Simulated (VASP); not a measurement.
# Ni (Cmce) in VASP: single point with r2SCAN

Aim: the single point of Ni with r2SCAN.

Program: VASP 6.6.1. These are calculated values, not measurements. Logs are shortened: lines on timing, memory, paths and dates and some standing lists are left out, and cuts for length are marked.

## Step 1: The cell of the first run

Symmetry: Cmce, No. 64, orthorhombic system. The conventional cell has a = 3.748 Å, b = 6.351 Å, c = 3.753 Å, α = 90.00°, β = 90.00°, γ = 90.00°. Ni (site symmetry m) has 7 Ni at 2.02 to 2.32 Å within 2.7 Å.

## Step 2: Single point, r2SCAN, collinear spin, ferromagnetic start

The input, POSCAR:

```
Ni
1.0
    1.8737968294     -3.1757381341      0.0000000000
    1.8737968294      3.1757381341      0.0000000000
    0.0000000000      0.0000000000      3.7525785973
Ni
4
Direct
    0.1525000000      0.8475000000      0.0785000000
    0.6525000000      0.3475000000      0.4215000000
    0.8475000000      0.1525000000      0.9215000000
    0.3475000000      0.6525000000      0.5785000000
```

The input, INCAR.step1:

```
PREC     = Accurate       # precision mode
ENCUT    = 520            # plane-wave cutoff, eV
ISMEAR   = 0              # smearing method
SIGMA    = 0.1            # smearing width, eV
LREAL    = F              # projectors in reciprocal space
LASPH    = T              # aspherical terms in the spheres
NELM     = 150            # most SCF steps
ISPIN    = 2              # spin polarisation
MAGMOM   = 2 2 2 2        # initial moments
LMAXMIX  = 4              # l up to which the mixer works
NBANDS   = 32             # bands
GGA      = PE             # functional
ALGO     = Normal         # electronic algorithm
EDIFF    = 1E-4           # SCF threshold, eV
LWAVE    = T              # write WAVECAR
LCHARG   = F              # write CHGCAR
```

The input, INCAR.step2:

```
PREC     = Accurate       # precision mode
ENCUT    = 520            # plane-wave cutoff, eV
EDIFF    = 1E-7           # SCF threshold, eV
ISMEAR   = 0              # smearing method
SIGMA    = 0.1            # smearing width, eV
LREAL    = F              # projectors in reciprocal space
LASPH    = T              # aspherical terms in the spheres
NELM     = 150            # most SCF steps
ALGO     = Normal         # electronic algorithm
ISIF     = 2              # what is computed and relaxed
LWAVE    = F              # write WAVECAR
LCHARG   = F              # write CHGCAR
ISPIN    = 2              # spin polarisation
MAGMOM   = 2 2 2 2        # initial moments
LORBIT   = 11             # projections on sites
LMAXMIX  = 4              # l up to which the mixer works
METAGGA  = R2SCAN         # meta-GGA
LMIXTAU  = T            
NBANDS   = 32             # bands
ISTART   = 1
```

The input, KPOINTS:

```
Automatic mesh
0
Gamma
  6 6 6
```

Potentials or basis: VASP PAW PBE potentials, release 64 (Ni).

Launch:

```console
cat potpaw_PBE.64/Ni/POTCAR > POTCAR
cp INCAR.step1 INCAR
mpirun -np 1 vasp_std > vasp.out
cp INCAR.step2 INCAR
mpirun -np 1 vasp_std > vasp.out
```

OUTCAR:

```text
PREC = Accurate
   ENCUT = 520
   EDIFF = 1E-7
   ISMEAR = 0
   LREAL = F
   LASPH = T
   NELM = 150
   ISIF = 2
   ISPIN = 2
   LORBIT = 11
   METAGGA = R2SCAN
   ISTART = 1

 ion  position               nearest neighbor table
   1  0.153  0.847  0.078-   3 2.02   4 2.25   4 2.25   2 2.27   2 2.27   3 2.32   3 2.32
   2  0.653  0.347  0.422-   4 2.02   3 2.25   3 2.25   1 2.27   1 2.27   4 2.32   4 2.32
   3  0.847  0.153  0.922-   1 2.02   2 2.25   2 2.25   4 2.27   4 2.27   1 2.32   1 2.32
   4  0.347  0.653  0.578-   2 2.02   1 2.25   1 2.25   3 2.27   3 2.27   2 2.32   2 2.32

  LATTYP: Found a base centered orthorhombic cell.
 ALAT       =     3.7475936588
 B/A-ratio  =     1.6948145521
 C/A-ratio  =     1.0013301705

  Lattice vectors:

 A1 = (   1.8737968294,  -3.1757381341,   0.0000000000)
 A2 = (   1.8737968294,   3.1757381341,   0.0000000000)
 A3 = (   0.0000000000,   0.0000000000,   3.7525785973)

Analysis of symmetry for initial positions (statically):
=====================================================================
 Subroutine PRICEL returns:
 Original cell was already a primitive cell.

 Routine SETGRP: Setting up the symmetry group for a
 base centered orthorhombic supercell.

 Subroutine GETGRP returns: Found  8 space group operations
 (whereof  4 operations were pure point group operations)
 out of a pool of  8 trial point group operations.

The static configuration has the point symmetry C_2h.
 The point group associated with its full space group is D_2h.

Analysis of symmetry for dynamics (positions and initial velocities):
=====================================================================
 Subroutine PRICEL returns:
 Original cell was already a primitive cell.

 Routine SETGRP: Setting up the symmetry group for a
 base centered orthorhombic supercell.

 Subroutine GETGRP returns: Found  8 space group operations
 (whereof  4 operations were pure point group operations)
 out of a pool of  8 trial point group operations.

The dynamic configuration has the point symmetry C_2h.
 The point group associated with its full space group is D_2h.

Analysis of structural, dynamic, and magnetic symmetry:
=====================================================================
 Subroutine PRICEL returns:
 Original cell was already a primitive cell.

 Routine SETGRP: Setting up the symmetry group for a
 base centered orthorhombic supercell.

 Subroutine GETGRP returns: Found  8 space group operations
 (whereof  4 operations were pure point group operations)
 out of a pool of  8 trial point group operations.

The overall configuration has the point symmetry C_2h.
 The point group associated with its full space group is D_2h.

 Subroutine INISYM returns: Found  8 space group operations
 (whereof  4 operations are pure point group operations),
 and found     1 'primitive' translations

----------------------------------------------------------------------------------------

                                     Primitive cell

  volume of cell :      44.6608

  direct lattice vectors                    reciprocal lattice vectors
     1.873796829 -3.175738134  0.000000000     0.266837894 -0.157443712  0.000000000
     1.873796829  3.175738134  0.000000000     0.266837894  0.157443712  0.000000000
     0.000000000  0.000000000  3.752578597     0.000000000  0.000000000  0.266483426

  length of vectors
     3.687333353  3.687333353  3.752578597     0.309824118  0.309824118  0.266483426

  position of ions in fractional coordinates (direct lattice)
     0.152500000  0.847500000  0.078500000
     0.652500000  0.347500000  0.421500000
     0.847500000  0.152500000  0.921500000
     0.347500000  0.652500000  0.578500000

  ion indices of the primitive-cell ions
   primitive index   ion index
                 1           1
                 2           2
                 3           3
                 4           4

----------------------------------------------------------------------------------------

 KPOINTS: Automatic mesh

Automatic generation of k-mesh.
 Grid dimensions read from file:
 generate k-points for:    6    6    6

 Generating k-lattice:

  Cartesian coordinates                     Fractional coordinates (reciprocal lattice)
     0.044472982 -0.026240619  0.000000000     0.166666667  0.000000000  0.000000000
     0.044472982  0.026240619  0.000000000     0.000000000  0.166666667  0.000000000
     0.000000000  0.000000000  0.044413904     0.000000000  0.000000000  0.166666667

  Length of vectors
     0.051637353  0.051637353  0.044413904

  Shift w.r.t. Gamma in fractional coordinates (k-lattice)
     0.000000000  0.000000000  0.000000000

 Subroutine IBZKPT returns following result:
 ===========================================

 Found     52 irreducible k-points:

 Following reciprocal coordinates:
            Coordinates               Weight
  0.000000  0.000000  0.000000      1.000000
  0.166667 -0.000000  0.000000      4.000000
  0.333333 -0.000000  0.000000      4.000000
  0.500000  0.000000  0.000000      2.000000
  0.166667  0.166667  0.000000      2.000000
  0.333333  0.166667  0.000000      4.000000
[... 16 lines left out ...]
  0.333333  0.333333  0.166667      4.000000
  0.500000  0.333333  0.166667      8.000000
 [... further k-points ...]
   k-points           NKPTS =     52   k-points in BZ     NKDIM =     52   number of bands    NBANDS=     32
   number of dos      NEDOS =    301   number of ions     NIONS =      4
   total plane-waves  NPLWV =  21952
   dimension x,y,z NGX =    28 NGY =   28 NGZ =   28
   dimension x,y,z NGXF=    56 NGYF=   56 NGZF=   56
   ions per type =               4
   NGX,Y,Z   is equivalent  to a cutoff of  12.62, 12.62, 12.40 a.u.
   NGXF,Y,Z  is equivalent  to a cutoff of  25.25, 25.25, 24.81 a.u.
 SYSTEM =  unknown system
   PREC   = accura    normal or accurate (medium, high low for compatibility)
   ISTART =      1    job   : 0-new  1-cont  2-samecut
   ICHARG =      0    charge: 1-file 2-atom 10-const
   ISPIN  =      2    spin polarized calculation?
   LNONCOLLINEAR =      F non collinear calculations
   LSORBIT =      F    spin-orbit coupling
   LASPH  =      T    aspherical Exc in radial PAW
   ENCUT  =  520.0 eV  38.22 Ry    6.18 a.u.   6.86  6.86  6.98*2*pi/ulx,y,z
   NELM   =    150;   NELMIN=  2; NELMDL=  0     # of ELM steps
   EDIFF  = 0.1E-06   stopping-criterion for ELM
   LREAL  =      F    real-space projection
   EDIFFG = 0.1E-05   stopping-criterion for IOM
   NSW    =      0    number of steps for IOM
   IBRION =     -1    ionic relax: 0-MD 1-quasi-New 2-CG
   NFREE  =      0    steps in history (QN), initial steepest desc. (CG)
   ISIF   =      2    stress and relaxation
   ISYM   =      2    0-nonsym 1-usesym 2-fastsym
   POTIM  = 0.5000    time-step for ionic-motion
   TEBEG  =    0.0;   TEEND  =   0.0 temperature during run
   PSTRESS=    0.0 pullay stress
   NELECT =      40.0000    total number of electrons
   NUPDOWN=      -1.0000    fix difference up-down
   EMIN   =  10.00;   EMAX   =-10.00  energy-range for DOS
   EFERMI =   0.00;   METHOD = LEGACY
   ISMEAR =     0;   SIGMA  =   0.10  broadening in eV -4-tet -1-fermi 0-gaus
   EFERMI_NEDOS =   21; number of points for ismear=-14 and -15
   IALGO  =     38    algorithm
   IMIX   =      4    mixing-type and parameters
     AMIX     =   0.40;   BMIX     =  1.00
     AMIX_MAG =   1.60;   BMIX_MAG =  1.00
  volume/ion in A,a.u.               =      11.17        75.35
  Fermi-wavevector in a.u.,A,eV,Ry     =   1.578044  2.982071 33.881549  2.490224
  Thomas-Fermi vector in A             =   2.678635
   LORBIT       =     11    0 simple, 1 ext, 2 COOP (PROOUT), +10 PAW based schemes
   METAGGA = R2SCAN    functional components
   LHFCALC =     F    Hartree Fock is set to
   AEXX    =    0.0000 exact exchange contribution
   IVDW    =     0    specifies the selected vdW correction
   LEPSILON=     F    determine dielectric tensor
   LRPA    =     F    only Hartree local field effects (RPA)
 spin polarized calculation
 Gauss-broadening in eV      SIGMA  =   0.10
  energy-cutoff  :      520.00
  volume of cell :       44.66
 maximum number of plane-waves:      1218
   NGX = 13   NGY = 13   NGZ = 13

 number of electron      40.0000044 magnetization       3.0752184

 Free energy of the ion-electron system (eV)
  ---------------------------------------------------
  ext. energy  EPLUGINS =         0.00000000
  ---------------------------------------------------
  free energy    TOTEN  =       -44.65150579 eV

  energy without entropy =      -44.62728519  energy(sigma->0) =      -44.63939549

 E-fermi :   9.1307     XC(G=0): -13.9418

 val. band max:        9.1302029550   @ k =   0.0000   0.0000   0.0000
 cond. band min:       9.1406771183   @ k =   0.1667   0.1667   0.5000
 fundamental gap:      0.0104741632
 Fermi energy:         9.1306766106

 spin component 1

 k-point     1 :       0.0000    0.0000    0.0000
  band No.  band energies     occupation
      1      -0.0972      1.00000
      2       4.0977      1.00000
      3       4.2903      1.00000
      4       4.3407      1.00000
      5       4.8442      1.00000
      6       4.9274      1.00000
[... 24 lines left out ...]
     31      27.2888      0.00000
     32      27.9065      0.00000
[... 774 lines left out ...]
      2       3.7680      1.00000
      3       4.0240      1.00000
      4       4.2008      1.00000
      5       4.4976      1.00000
      6       4.6245      1.00000
[... 24 lines left out ...]
     31      24.9518      0.00000
     32      27.1884      0.00000

 [... further k-points ...]

 spin component 2

 k-point     1 :       0.0000    0.0000    0.0000
  band No.  band energies     occupation
      1      -0.2361      1.00000
      2       4.9846      1.00000
      3       5.0073      1.00000
      4       5.0614      1.00000
      5       5.7677      1.00000
      6       5.7881      1.00000
[... 24 lines left out ...]
     31      27.4845      0.00000
     32      28.0975      0.00000
[... 774 lines left out ...]
      2       4.3726      1.00000
      3       4.7005      1.00000
      4       4.9883      1.00000
      5       5.3297      1.00000
      6       5.3980      1.00000
[... 24 lines left out ...]
     31      25.2050      0.00000
     32      27.4090      0.00000

 [... further k-points ...]

------------------------ aborting loop because EDIFF is reached ----------------------------------------

  FORCE on cell =-STRESS in cart. coord.  units (eV):
  Direction    XX          YY          ZZ          XY          YZ          ZX
  --------------------------------------------------------------------------------------
  -------------------------------------------------------------------------------------
  Total        5.3925513     11.5637420      6.5188665      0.0000000      0.0000000      0.0000000
  in kB      193.4540785    414.8413118    233.8598627      0.0000000      0.0000000      0.0000000
  external PRESSURE =     280.7184177 kB  Pullay stress =       0.0000000 kB

 VOLUME and BASIS-vectors are now :
 -----------------------------------------------------------------------------
  energy-cutoff  :      520.00
  volume of cell :       44.66
      direct lattice vectors                 reciprocal lattice vectors
     1.873796829 -3.175738134  0.000000000     0.266837894 -0.157443712  0.000000000
     1.873796829  3.175738134  0.000000000     0.266837894  0.157443712  0.000000000
     0.000000000  0.000000000  3.752578597     0.000000000  0.000000000  0.266483426

 POSITION                                       TOTAL-FORCE (eV/Angst)
 -----------------------------------------------------------------------------------
      1.87380      2.20714      0.29458         0.000000     -0.916041     -0.123018
      1.87380     -0.96860      1.58171         0.000000     -0.916041      0.123018
      1.87380     -2.20714      3.45800         0.000000      0.916041      0.123018
      1.87380      0.96860      2.17087         0.000000      0.916041     -0.123018
 -----------------------------------------------------------------------------------
    total drift:                                0.000000      0.000000     -0.000000

  FREE ENERGIE OF THE ION-ELECTRON SYSTEM (eV)
  ---------------------------------------------------
  free  energy   TOTEN  =       -44.6515057919 eV

  energy  without entropy=      -44.6272851882  energy(sigma->0) =      -44.63939549

 total charge

# of ion       s       p       d       tot
------------------------------------------
    1        0.603   0.569   8.428   9.601
    2        0.603   0.569   8.428   9.601
    3        0.603   0.569   8.428   9.601
    4        0.603   0.569   8.428   9.601
--------------------------------------------------
tot          2.414   2.275  33.713  38.402

 magnetization (x)

# of ion       s       p       d       tot
------------------------------------------
    1       -0.011  -0.033   0.807   0.764
    2       -0.011  -0.033   0.807   0.764
    3       -0.011  -0.033   0.807   0.764
    4       -0.011  -0.033   0.807   0.764
--------------------------------------------------
tot         -0.044  -0.132   3.230   3.054
```

Wall time 7.4 min (1 thread of Intel Xeon Platinum 8488C (Sapphire Rapids), shared host); peak memory 0.24 GiB.

What came out:

* Free energy: -44.6515 eV
* Pressure: 28.1 GPa
* Largest force: 0.924 eV/Å
* Net moment: 3.08 μB per cell
* Site moments: Ni +0.76 μB
* Valence electrons inside the program's atomic spheres: Ni 9.60

Forces in eV/Å, atoms in the order of the input:
```
Ni   0.000 -0.916 -0.123
Ni   0.000 -0.916  0.123
Ni   0.000  0.916  0.123
Ni   0.000  0.916 -0.123
```

Caveat: the PAW data sets were made with another functional, which shifts forces and pressure a little.
